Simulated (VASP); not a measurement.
CdSe: single point with PBE

Wire: CdSe, a wire with vacuum.

```xyz
2
Lattice="11.2000 0.0000 0.0000 0.0000 9.3000 0.0000 0.0000 0.0000 2.5599" Properties=species:S:1:pos:R:3 pbc="T T T"
Cd    4.5133    4.6500    0.0000
Se    6.6867    4.6500    1.2799
```

* Program: VASP 6.6.1
* Task: single point
* Functional: PBE
* Potentials or basis: VASP PAW PBE potentials, release 64 (Cd, Se)
* Cutoff: 520 eV
* k mesh: 1 × 1 × 25
* Occupations: gaussian, width 0.05 eV
* Spin: collinear spin, ferromagnetic start
* Starting moments: [0.5, 0.5] μB
* Dipole correction: no
* Further INCAR settings: ALGO = Normal; EDIFF = 1e-06; NBANDS = 20

| Property | Result |
| --- | --- |
| Largest force | 2.598 eV/Å |
| Band gap on the k mesh | zero (filled and empty bands overlap) |
| Net moment | 0.02 μB per cell |
| Valence electrons inside the program's atomic spheres | Cd 10.45; Se 3.82 |

Forces on the atoms (eV/Å):
```
Cd  -2.598  0.000  0.000
Se   2.598  0.000  0.000
```

Levels at points of the mesh, in eV from the Fermi level:
Spin up:
```tsv
k point	band 6	band 7	band 8	band 9	band 10	band 11	band 12	band 13
(0.00, 0.00, 0.00)	-8.10	-5.53	-3.15	-1.47	1.70	3.72	4.17	4.69
```
Spin down:
| k point | band 7 | band 8 | band 9 | band 10 | band 11 | band 12 |
| --- | --- | --- | --- | --- | --- | --- |
| (0.00, 0.00, 0.00) | -5.53 | -3.13 | -1.47 | 1.71 | 3.72 | 4.17 |

Wall time 100 s on 1 thread of Intel(R) Xeon(R) 6975P-C (Granite Rapids), on a shared host, peak memory 0.45 GiB.
